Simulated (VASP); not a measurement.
# MnO in VASP: a series of runs, part 3 of 3

VASP 6.6.1. The steps go on from the part before.

### Step 6. Single point, PBE, collinear spin, ferromagnetic start (equal xy, yz and zx shear strains of +1 %)

INCAR reads:

```
ALGO = Normal
EDIFF = 1E-6
ENCUT = 520
GGA = PE
ISIF = 2
ISMEAR = -1
ISPIN = 2
LASPH = T
LCHARG = T
LELF = T
LMAXMIX = 4
LORBIT = 11
LREAL = F
LVHAR = T
LWAVE = F
MAGMOM = 4 0
NBANDS = 20
NELM = 150
PREC = Accurate
SIGMA = 0.05
```

KPOINTS reads:

```
k-points
0
Gamma
  16 16 16
```

POSCAR reads:

```
MnO
1.0
    0.0222200000      2.2331100000      2.2331100000
    2.2331100000      0.0222200000      2.2331100000
    2.2331100000      2.2331100000      0.0222200000
Mn O
1 1
Direct
    0.0000000000      0.0000000000      0.0000000000
    0.5000000000      0.5000000000      0.5000000000
```

Potentials or basis: VASP PAW PBE potentials, release 64 (Mn_pv, O).

Launch:

```bash
> cat potpaw_PBE.64/Mn_pv/POTCAR potpaw_PBE.64/O/POTCAR > POTCAR
> mpirun -np 1 vasp_std > vasp.out
```

OUTCAR:

```text
EDIFF = 1E-6
   ENCUT = 520
   GGA = PE
   ISIF = 2
   ISMEAR = -1
   ISPIN = 2
   LASPH = T
   LORBIT = 11
   LREAL = F
   NELM = 150
   PREC = Accurate

 ion  position               nearest neighbor table
   1  0.000  0.000  0.000-   2 2.22   2 2.22   2 2.22   2 2.22   2 2.22   2 2.22
   2  0.500  0.500  0.500-   1 2.22   1 2.22   1 2.22   1 2.22   1 2.22   1 2.22

  LATTYP: Found a trigonal (rhomboedric) cell.
 ALAT       =     3.1581726160
 COS(alpha) =     0.5099250056

  Lattice vectors:

 A1 = (   0.0222200000,   2.2331100000,   2.2331100000)
 A2 = (   2.2331100000,   0.0222200000,   2.2331100000)
 A3 = (   2.2331100000,   2.2331100000,   0.0222200000)

Analysis of symmetry for initial positions (statically):
=====================================================================
 Subroutine PRICEL returns:
 Original cell was already a primitive cell.

 Routine SETGRP: Setting up the symmetry group for a
 trigonal (rhombohedral) supercell.

 Subroutine GETGRP returns: Found 12 space group operations
 (whereof 12 operations were pure point group operations)
 out of a pool of 12 trial point group operations.

The static configuration has the point symmetry D_3d.

Analysis of symmetry for dynamics (positions and initial velocities):
=====================================================================
 Subroutine PRICEL returns:
 Original cell was already a primitive cell.

 Routine SETGRP: Setting up the symmetry group for a
 trigonal (rhombohedral) supercell.

 Subroutine GETGRP returns: Found 12 space group operations
 (whereof 12 operations were pure point group operations)
 out of a pool of 12 trial point group operations.

The dynamic configuration has the point symmetry D_3d.

Analysis of structural, dynamic, and magnetic symmetry:
=====================================================================
 Subroutine PRICEL returns:
 Original cell was already a primitive cell.

 Routine SETGRP: Setting up the symmetry group for a
 trigonal (rhombohedral) supercell.

 Subroutine GETGRP returns: Found 12 space group operations
 (whereof 12 operations were pure point group operations)
 out of a pool of 12 trial point group operations.

The overall configuration has the point symmetry D_3d.

 Subroutine INISYM returns: Found 12 space group operations
 (whereof 12 operations are pure point group operations),
 and found     1 'primitive' translations

----------------------------------------------------------------------------------------

                                     Primitive cell

  volume of cell :      21.9396

  direct lattice vectors                    reciprocal lattice vectors
     0.022220000  2.233110000  2.233110000    -0.227272839  0.225033698  0.225033698
     2.233110000  0.022220000  2.233110000     0.225033698 -0.227272839  0.225033698
     2.233110000  2.233110000  0.022220000     0.225033698  0.225033698 -0.227272839

  length of vectors
     3.158172616  3.158172616  3.158172616     0.391066841  0.391066841  0.391066841

  position of ions in fractional coordinates (direct lattice)
     0.000000000  0.000000000  0.000000000
     0.500000000  0.500000000  0.500000000

  ion indices of the primitive-cell ions
   primitive index   ion index
                 1           1
                 2           2

[... 65 lines left out ...]
   ISPIN  =      2    spin polarized calculation?
   LNONCOLLINEAR =      F non collinear calculations
   LSORBIT =      F    spin-orbit coupling
   LASPH  =      T    aspherical Exc in radial PAW
   ENCUT  =  520.0 eV  38.22 Ry    6.18 a.u.   5.87  5.87  5.87*2*pi/ulx,y,z
   NELM   =    150;   NELMIN=  2; NELMDL= -5     # of ELM steps
   EDIFF  = 0.1E-05   stopping-criterion for ELM
   LREAL  =      F    real-space projection
   EDIFFG = 0.1E-04   stopping-criterion for IOM
   NSW    =      0    number of steps for IOM
   IBRION =     -1    ionic relax: 0-MD 1-quasi-New 2-CG
   NFREE  =      0    steps in history (QN), initial steepest desc. (CG)
   ISIF   =      2    stress and relaxation
   ISYM   =      2    0-nonsym 1-usesym 2-fastsym
   POTIM  = 0.5000    time-step for ionic-motion
   TEBEG  =    0.0;   TEEND  =   0.0 temperature during run
   PSTRESS=    0.0 pullay stress
   NELECT =      19.0000    total number of electrons
   NUPDOWN=      -1.0000    fix difference up-down
   EMIN   =  10.00;   EMAX   =-10.00  energy-range for DOS
   EFERMI =   0.00;   METHOD = LEGACY
   ISMEAR =    -1;   SIGMA  =   0.05  broadening in eV -4-tet -1-fermi 0-gaus
   EFERMI_NEDOS =   21; number of points for ismear=-14 and -15
   IALGO  =     38    algorithm
   IMIX   =      4    mixing-type and parameters
     AMIX     =   0.40;   BMIX     =  1.00
     AMIX_MAG =   1.60;   BMIX_MAG =  1.00
  volume/ion in A,a.u.               =      10.97        74.03
  Fermi-wavevector in a.u.,A,eV,Ry     =   1.560449  2.948820 33.130184  2.435000
  Thomas-Fermi vector in A             =   2.663659
   LORBIT       =     11    0 simple, 1 ext, 2 COOP (PROOUT), +10 PAW based schemes
   GGA     = PE    functional components
   LHFCALC =     F    Hartree Fock is set to
   AEXX    =    0.0000 exact exchange contribution
   IVDW    =     0    specifies the selected vdW correction
   LEPSILON=     F    determine dielectric tensor
   LRPA    =     F    only Hartree local field effects (RPA)
 spin polarized calculation
  energy-cutoff  :      520.00
  volume of cell :       21.94
 maximum number of plane-waves:       606
   NGX = 11   NGY = 11   NGZ = 11

 number of electron      18.9999992 magnetization       4.7615100

 Free energy of the ion-electron system (eV)
  ---------------------------------------------------
  ext. energy  EPLUGINS =         0.00000000
  ---------------------------------------------------
  free energy    TOTEN  =       -16.40495558 eV

  energy without entropy =      -16.39708747  energy(sigma->0) =      -16.40102152

 E-fermi :   7.5616     XC(G=0): -11.8714

 val. band max:        7.5595809204   @ k =  -0.3750   0.1875   0.0625
 cond. band min:       7.5635873779   @ k =   0.4375   0.4375   0.3750
 fundamental gap:      0.0040064575
 Fermi energy:         7.5616037356

 spin component 1

 k-point     1 :       0.0000    0.0000    0.0000
  band No.  band energies     occupation
      1     -42.8196      1.00000
      2     -42.8196      1.00000
      3     -42.8160      1.00000
      4     -12.7263      1.00000
      5       3.7430      1.00000
      6       3.8309      1.00000
[... 541 lines left out ...]
     19      27.4107      0.00000
     20      28.7721      0.00000

 [... further k-points ...]

 spin component 2

 k-point     1 :       0.0000    0.0000    0.0000
  band No.  band energies     occupation
      1     -38.1636      1.00000
      2     -38.1636      1.00000
      3     -38.1565      1.00000
      4     -12.2869      1.00000
      5       4.1228      1.00000
      6       4.2169      1.00000
[... 541 lines left out ...]
     19      29.3437      0.00000
     20      30.8834      0.00000

 [... further k-points ...]

------------------------ aborting loop because EDIFF is reached ----------------------------------------

  FORCE on cell =-STRESS in cart. coord.  units (eV):
  Direction    XX          YY          ZZ          XY          YZ          ZX
  --------------------------------------------------------------------------------------
  -------------------------------------------------------------------------------------
  Total        0.0048684      0.0048684      0.0048684     -0.0893019     -0.0893019     -0.0893019
  in kB        0.3555257      0.3555257      0.3555257     -6.5214142     -6.5214142     -6.5214142
  external PRESSURE =       0.3555257 kB  Pullay stress =       0.0000000 kB

 VOLUME and BASIS-vectors are now :
 -----------------------------------------------------------------------------
  energy-cutoff  :      520.00
  volume of cell :       21.94
      direct lattice vectors                 reciprocal lattice vectors
     0.022220000  2.233110000  2.233110000    -0.227272839  0.225033698  0.225033698
     2.233110000  0.022220000  2.233110000     0.225033698 -0.227272839  0.225033698
     2.233110000  2.233110000  0.022220000     0.225033698  0.225033698 -0.227272839

 POSITION                                       TOTAL-FORCE (eV/Angst)
 -----------------------------------------------------------------------------------
      0.00000      0.00000      0.00000         0.000000     -0.000000     -0.000000
      2.24422      2.24422      2.24422        -0.000000      0.000000      0.000000
 -----------------------------------------------------------------------------------
    total drift:                                0.000000     -0.000000     -0.000000

  FREE ENERGIE OF THE ION-ELECTRON SYSTEM (eV)
  ---------------------------------------------------
  free  energy   TOTEN  =       -16.4049555811 eV

  energy  without entropy=      -16.3970874679  energy(sigma->0) =      -16.40102152

 total charge

# of ion       s       p       d       tot
------------------------------------------
    1        0.203   6.176   4.976  11.355
    2        1.561   3.415   0.000   4.976
--------------------------------------------------
tot          1.764   9.591   4.976  16.331

 magnetization (x)

# of ion       s       p       d       tot
------------------------------------------
    1        0.034   0.026   4.264   4.325
    2        0.030   0.170   0.000   0.201
--------------------------------------------------
tot          0.065   0.196   4.264   4.525
```

Wall time 11 min (1 thread of AMD EPYC 7R13, shared host); peak memory 0.34 GiB.

What came out:

```yaml
Free_energy: -16.4050 eV
Pressure: 0.0 GPa
Net_moment: 4.76 μB per cell
Site_moments: Mn +4.33; O +0.20 μB
Valence_electrons_inside_the_program's_atomic_spheres: Mn 11.36; O 4.98
```

Stress tensor (GPa, compression positive):
```
 0.04 -0.65 -0.65
-0.65  0.04 -0.65
-0.65 -0.65  0.04
```

Levels at points of the mesh, in eV from the Fermi level:
Spin up:
```
           k point  band 10  band 11  band 12  band 13  band 14  band 15
(0.00, 0.00, 0.00)    -3.21    -2.70    -2.70    -0.52    13.97    16.10
(0.50, 0.00, 0.00)    -1.88     0.19     0.22     3.45     7.79    11.73
(0.50, 0.50, 0.00)    -2.06    -2.06    -1.93     5.02     7.81    10.41
(0.50, 0.50, 0.50)    -1.92     0.17     0.17     3.56     7.57    12.09
```
Spin down:
```
           k point  band 3  band 4  band 5  band 6  band 7  band 8  band 9  band 10  band 11  band 12
(0.00, 0.00, 0.00)  -45.72  -19.85   -3.44   -3.34   -3.34    0.63    0.75     0.75     0.83     1.36
(0.50, 0.00, 0.00)  -45.73  -18.88   -7.38   -4.93   -4.84    1.87    1.99     1.99     3.62     3.64
(0.50, 0.50, 0.00)  -45.75  -18.92   -6.44   -4.40   -4.30   -0.85    1.94     2.14     2.39     2.39
(0.50, 0.50, 0.50)  -45.73  -18.92   -7.42   -4.80   -4.80    1.89    1.93     1.93     3.60     3.60
```

Caveat: the cell differs from its parent crystal (equal xy, yz and zx shear strains of +1 %); a cell with one magnetic atom can't hold antiferromagnetic order, which such compounds often take; semilocal functionals often make such compounds metallic where correlation or magnetic order opens a gap, which also shifts bond lengths.

### Step 7. The runs side by side

| cell | gap on the mesh (eV) | pressure (GPa) | moment (μB) |
| --- | --- | --- | --- |
| a = 3.173 Å, angles 60.0°, 2 atoms | none | -3.1 | 4.83 |
| a = 3.184 Å, angles 60.0°, 2 atoms | none | -4.1 | 4.85 |
| a = 3.204 Å, angles 60.0°, 2 atoms | none | -5.9 | 4.89 |
| a = 3.111 Å, angles 61.3°, 2 atoms | none | 0.0 | 4.76 |
| a = 3.158 Å, angles 59.3°, 2 atoms | none | 0.0 | 4.76 |

Alike in all rows: task single point; level PBE; potentials or basis VASP PAW PBE potentials, release 64 (Mn_pv, O); spin collinear, ferromagnetic start; k mesh 16 × 16 × 16; cutoff (eV) 520; smearing fermi-dirac 0.05 eV.

Caveats: a cell with one magnetic atom can't hold antiferromagnetic order, which such compounds often take; semilocal functionals often make such compounds metallic where correlation or magnetic order opens a gap, which also shifts bond lengths; the cell stands under tension (at least some runs).

Total energies depend on the potentials used, so only differences within one code and one set of settings carry meaning.
